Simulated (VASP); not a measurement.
**NaH (rocksalt type): electric field gradients with PBE**

NaH (rocksalt type):

```
Na H
1.0
     0.00000    2.46293    2.46293
     2.46293    0.00000    2.46293
     2.46293    2.46293    0.00000
Na H
1 1
Direct
  0.00000 0.00000 0.00000
  0.50000 0.50000 0.50000
```

This cell differs from its parent crystal: volume scaled by 1.06.

```
Program                : VASP 6.6.1
Task                   : electric field gradients
Functional             : PBE
Potentials or basis    : VASP PAW PBE potentials, release 64 (Na_pv, H)
Cutoff                 : 520 eV
k mesh                 : 12 × 12 × 12
Occupations            : fermi-dirac, width 0.08 eV
Spin                   : no spin polarisation
Dipole correction      : no
Further INCAR settings : ALGO = Normal; EDIFF = 1e-08; NBANDS = 11
```

```yaml
Pressure: -1.2 GPa
Band_gap_on_the_k_mesh: 3.67 eV, indirect (least direct gap 4.49 eV)
```

Levels at points of the mesh, in eV from the valence-band top:
| k point | band 1 | band 2 | band 3 | band 4 | band 5 | band 6 | band 7 | band 8 | band 9 |
| --- | --- | --- | --- | --- | --- | --- | --- | --- | --- |
| (0.00, 0.00, 0.00) | -22.21 | -22.21 | -22.21 | -3.46 | 9.92 | 15.18 | 15.18 | 15.18 | 15.90 |
| (0.50, 0.00, 0.00) | -22.28 | -22.22 | -22.22 | -0.83 | 3.67 | 10.39 | 13.03 | 13.03 | 15.77 |
| (0.50, 0.50, 0.00) | -22.27 | -22.23 | -22.23 | -0.16 | 4.53 | 9.82 | 10.32 | 10.32 | 11.19 |

It took 10 s on 1 thread of Intel(R) Xeon(R) 6975P-C (Granite Rapids), with other jobs on the host, peak memory 0.16 GiB.

Caveat: without QUAD_EFG the Cq values of the log hold for a quadrupole moment of 1 mb, not for the nuclei. A k mesh can miss the band edges.
